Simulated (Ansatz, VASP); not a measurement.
# BaTiO3 in VASP and in Ansatz

The input INCAR:

```
PREC = Accurate ; ENCUT = 520
EDIFF = 1E-6 ; ISMEAR = 0
SIGMA = 0.05 ; LREAL = False
LASPH = True ; NELM = 100
ALGO = Normal ; ISIF = 2
LWAVE = False ; LCHARG = False
GGA = PE ; NBANDS = 28
```

The input KPOINTS:

```
Automatic mesh
0
Gamma
  8 8 8
```

Contents of POSCAR:

```
BaTiO3
1.0
    4.0192318613      0.0000000000      0.0000000000
    0.0000000000      4.0192318613      0.0000000000
    0.0000000000      0.0000000000      4.0192813205
Ba Ti O
1 1 3
Direct
    0.0000000000      0.0000000000      0.0000000000
    0.5000000000      0.5000000000      0.5000000000
    0.5329870299      0.4670129701      0.0000000000
    0.5329870299     -0.0329870299      0.5000000000
    0.0329870299      0.4670129701      0.5000000000
```

Input for Ansatz:

```yaml
crystal:
  lattice:
    - [4.0192318613, 0.0, 0.0]
    - [0.0, 4.0192318613, 0.0]
    - [0.0, 0.0, 4.0192813205]
  atoms:
    - { symbol: Ba, position: [0.0, 0.0, 0.0] }
    - { symbol: Ti, position: [0.5, 0.5, 0.5] }
    - { symbol: O, position: [0.5329870299, 0.4670129701, 0.0] }
    - { symbol: O, position: [0.5329870299, -0.0329870299, 0.5] }
    - { symbol: O, position: [0.0329870299, 0.4670129701, 0.5] }
basis:
  ecutwfc: 420
kpoints:
  mp_grid: { grid: [8, 8, 8] }
hamiltonian:
  xc: pbe
scf:
  occupations: { method: gaussian, width: 0.05 }
output:
  forces: true
  stress: true
  eigenvalues: true
```

Change from the starting cell: all O atoms moved +0.188 Å, as atom 3 along Cartesian [1 -1 0].

Alike in both runs: task single point; functional PBE; k mesh 8 × 8 × 8; occupations gaussian, width 0.05 eV; no spin polarisation.

|  | VASP | Ansatz |
| --- | --- | --- |
| version | VASP 6.6.1 | Ansatz 0.2.0 |
| potentials or method | VASP PAW PBE potentials, release 64 (Ba_sv, Ti_sv, O), cutoff 520 eV | scalar-relativistic, plane waves, PAW |
| valence electrons in the cell | 40 | 40 |

```csv
,VASP,Ansatz,Ansatz less VASP
gap on the k mesh at the Fermi level (eV),2.10,2.15,+0.050
least direct gap on the mesh (eV),2.47,2.48,+0.014
pressure (GPa),4.1,2.3,-1.79
"traceless stress, the component that is largest in VASP (GPa)",-1.61,-1.53,+0.078
rms of the force components (eV/Å),0.232,0.212,-0.0201
```

Atom by atom the forces differ by 0.039 eV/Å (rms over components).

Neither program's run includes spin-orbit coupling.
